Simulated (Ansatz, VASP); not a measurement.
## SnH2: VASP beside Ansatz

```xyz
3
Lattice="-1.9317 1.9283 2.6312 1.9317 -1.9283 2.6312 1.9317 1.9283 -2.6312" Properties=species:S:1:pos:R:3 pbc="T T T"
Sn    0.0000    0.0000    0.0000
H     1.9317    0.0000    1.3159
H     0.0000    1.9283    1.3154
```

Alike in both runs: functional PBE; k mesh 12 × 12 × 12; occupations gaussian, width 0.1 eV; no spin polarisation.

Ansatz relaxed the structure, and its values are those at the end. VASP's run is a single point on that final structure, the one shown.

|  | VASP | Ansatz |
| --- | --- | --- |
| version | VASP 6.6.1 | Ansatz 0.2.0 |
| potentials or method | VASP PAW PBE potentials, release 64 (Sn_d, H), cutoff 520 eV | scalar-relativistic, plane waves, PAW |
| valence electrons in the cell | 16 | 16 |

|  | VASP | Ansatz | Ansatz less VASP |
| --- | --- | --- | --- |
| gap on the k mesh at the Fermi level (eV) | none | none | - |
| pressure (GPa) | -0.1 | 0.0 | +0.12 |

A gap of «none» marks a metal or a gap that the smearing closes.
